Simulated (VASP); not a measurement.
# GaN (Fm-3m) in VASP: notebook, part 2 of 2

VASP 6.6.1. Earlier steps stand in the parts before.

### Step 3. Electric field gradients, PBEsol (volume scaled by 1.06)

INCAR

```
PREC = Accurate ; ENCUT = 520
EDIFF = 1E-8 ; ISMEAR = -1
SIGMA = 0.02 ; LREAL = False
LASPH = True ; NELM = 60
ALGO = Normal ; ISIF = 2
LWAVE = False ; LCHARG = False
GGA = PS ; LEFG = True
NBANDS = 16
```

KPOINTS

```
Automatic mesh
0
Gamma
  10 10 10
```

POSCAR

```
GaN
1.0
    0.0000000000      2.0315785487      2.0315785487
    2.0315785487      0.0000000000      2.0315785487
    2.0315785487      2.0315785487      0.0000000000
Ga N
1 1
Direct
    0.5000000000      0.5000000000      0.5000000000
    0.0000000000      0.0000000000      0.0000000000
```

Potentials or basis: VASP PAW PBE potentials, release 64 (Ga_d, N).

Launch:

```sh
$ cat potpaw_PBE.64/Ga_d/POTCAR potpaw_PBE.64/N/POTCAR > POTCAR
$ mpirun -np 1 vasp_std > vasp.out
```

OUTCAR:

```text
PREC = Accurate
   ENCUT = 520
   EDIFF = 1E-8
   ISMEAR = -1
   LREAL = False
   LASPH = True
   NELM = 60
   ISIF = 2
   GGA = PS

 ion  position               nearest neighbor table
   1  0.500  0.500  0.500-   2 2.03   2 2.03   2 2.03   2 2.03   2 2.03   2 2.03
   2  0.000  0.000  0.000-   1 2.03   1 2.03   1 2.03   1 2.03   1 2.03   1 2.03

  LATTYP: Found a face centered cubic cell.
 ALAT       =     4.0631570974

  Lattice vectors:

 A1 = (   0.0000000000,   2.0315785487,   2.0315785487)
 A2 = (   2.0315785487,   0.0000000000,   2.0315785487)
 A3 = (   2.0315785487,   2.0315785487,   0.0000000000)

Analysis of symmetry for initial positions (statically):
[... 666 lines left out ...]
  free  energy   TOTEN  =       -12.0581563665 eV

  energy  without entropy=      -12.0581563665  energy(sigma->0) =      -12.05815637

 Electric field gradients (V/A^2)
---------------------------------------------------------------------
 ion       V_xx      V_yy      V_zz      V_xy      V_xz      V_yz
---------------------------------------------------------------------
   1      -0.000    -0.000    -0.000    -0.000    -0.000    -0.000
   2      -0.000     0.000     0.000    -0.000    -0.000    -0.000
---------------------------------------------------------------------

 Electric field gradients after diagonalization (V/A^2)
 (convention: |V_zz| > |V_xx| > |V_yy|)
----------------------------------------------------------------------
 ion       V_xx      V_yy      V_zz     asymmetry (V_yy - V_xx)/ V_zz
----------------------------------------------------------------------
   1       0.000     0.000    -0.001       0.000
   2       0.000     0.000    -0.001       0.000
----------------------------------------------------------------------

           NMR quadrupolar parameters

 Cq : quadrupolar parameter    Cq=e*Q*V_zz/h
 eta: asymmetry parameters     (V_yy - V_xx)/ V_zz
 Q  : nuclear electric quadrupole moment in mb (millibarn)
----------------------------------------------------------------------
 ion       Cq(MHz)       eta       Q (mb)
----------------------------------------------------------------------
   1      -0.000       0.000       1.000
   2      -0.000       0.000       1.000
----------------------------------------------------------------------
```

stdout:

```text
POSCAR found type information on POSCAR GaN
 POSCAR found :  2 types and       2 ions
 scaLAPACK will be used
 -----------------------------------------------------------------------------
|                                                                             |
|                                                                             |
|     You enforced a specific xc type in the INCAR file but a different       |
|     I HOPE YOU KNOW WHAT YOU ARE DOING!                                     |
|                                                                             |
 -----------------------------------------------------------------------------

 LDA part: xc-table for (Slater+PW92), standard interpolation
 POSCAR, INCAR and KPOINTS ok, starting setup
 FFT: planning ... GRIDC
 FFT: planning ... GRID_SOFT
 FFT: planning ... GRID
 WAVECAR not read
 entering main loop
ion   1

ion   2
```

It took 30 s on 1 thread of Intel Xeon 8259CL, shared host; peak memory 0.14 GiB.

What came out:

| Quantity | Value |
| --- | --- |
| Free energy | -12.0582 eV |
| Pressure | 34.7 GPa |
| Band gap on the k mesh | 1.31 eV, indirect (least direct gap 4.35 eV) |

Levels at points of the mesh, in eV from the valence-band top:
```
           k point  band 6  band 7  band 8  band 9  band 10  band 11  band 12  band 13
(0.00, 0.00, 0.00)  -13.78   -0.65   -0.65   -0.65     3.70    15.34    15.34    15.34
(0.50, 0.00, 0.00)  -13.59   -8.91   -0.14   -0.14     5.13     9.69     9.69    11.04
(0.50, 0.50, 0.00)  -10.59   -8.16   -3.54   -3.54     1.31     7.84    13.09    16.03
```

Caveat: the cell differs from its parent crystal (volume scaled by 1.06); without QUAD_EFG the Cq values of the log hold for a quadrupole moment of 1 mb, not for the nuclei; the PAW data sets were made with another functional, which shifts forces and pressure a little. A k mesh can miss the band edges.

### Step 4. Density of states, PBEsol

This run uses another cell than the first one, of 7.91 Å³/atom, 0.980 times its volume.

POSCAR

```
GaN
1.0
    0.0000000000      1.9925000000      1.9925000000
    1.9925000000      0.0000000000      1.9925000000
    1.9925000000      1.9925000000      0.0000000000
Ga N
1 1
Direct
    0.5000000000      0.5000000000      0.5000000000
    0.0000000000      0.0000000000      0.0000000000
```

INCAR.step1

```
  PREC = Accurate
  ENCUT = 520
  EDIFF = 1E-7
  ISMEAR = -1
  SIGMA = 0.02
  LREAL = F
  LASPH = T
  NELM = 80
  ALGO = Normal
  ISIF = 2
  LWAVE = F
  LCHARG = T
  GGA = PS
  NBANDS = 16
```

KPOINTS.step1

```
Automatic mesh
0
Gamma
  10 10 10
```

INCAR.step2

```
  PREC = Accurate
  ENCUT = 520
  EDIFF = 1E-7
  ISMEAR = -5
  SIGMA = 0.02
  LREAL = F
  LASPH = T
  NELM = 80
  ALGO = Normal
  ISIF = 2
  LWAVE = F
  LCHARG = F
  GGA = PS
  LORBIT = 11
  NEDOS = 1001
  ICHARG = 11
```

KPOINTS.step2

```
Automatic mesh
0
Gamma
  15 15 15
```

Launch:

```sh
$ cat potpaw_PBE.64/Ga_d/POTCAR potpaw_PBE.64/N/POTCAR > POTCAR
$ cp INCAR.step1 INCAR
$ cp KPOINTS.step1 KPOINTS
$ mpirun -np 1 vasp_std > vasp.out
$ cp INCAR.step2 INCAR
$ cp KPOINTS.step2 KPOINTS
$ mpirun -np 1 vasp_std > vasp.out
```

Run time: 34 s. Hardware: 1 thread of Intel Xeon 8259CL, shared host; peak memory 0.16 GiB.

Results (log left out):

- Valence electrons inside the program's atomic spheres: Ga 12.05; N 3.87

Levels at points of the mesh, in eV from the valence-band top:
```
           k point  band 6  band 7  band 8  band 9  band 10  band 11  band 12  band 13
(0.00, 0.00, 0.00)  -13.80   -0.75   -0.75   -0.75     4.47    15.71    15.71    15.71
```

Caveat: the PAW data sets were made with another functional, which shifts forces and pressure a little.

### Step 5. The runs side by side

```tsv
task	cell	k mesh for the DOS	occupations for the DOS	gap on the mesh (eV)	pressure (GPa)
electric field gradients	a = 2.836 Å, angles 60.0°, 2 atoms	-	-	1.58	50.4
electric field gradients	a = 2.873 Å, angles 60.0°, 2 atoms	-	-	1.31	34.7
density of states	a = 2.818 Å, angles 60.0°, 2 atoms	15 × 15 × 15	tetrahedron	-	-
```

Alike in all rows: level PBEsol; potentials or basis VASP PAW PBE potentials, release 64 (Ga_d, N); no spin polarisation; k mesh 10 × 10 × 10; cutoff (eV) 520; smearing fermi-dirac 0.02 eV.

Caveats: the PAW data sets were made with another functional, which shifts forces and pressure a little.

Absolute energies hang on the potentials; compare differences alone.
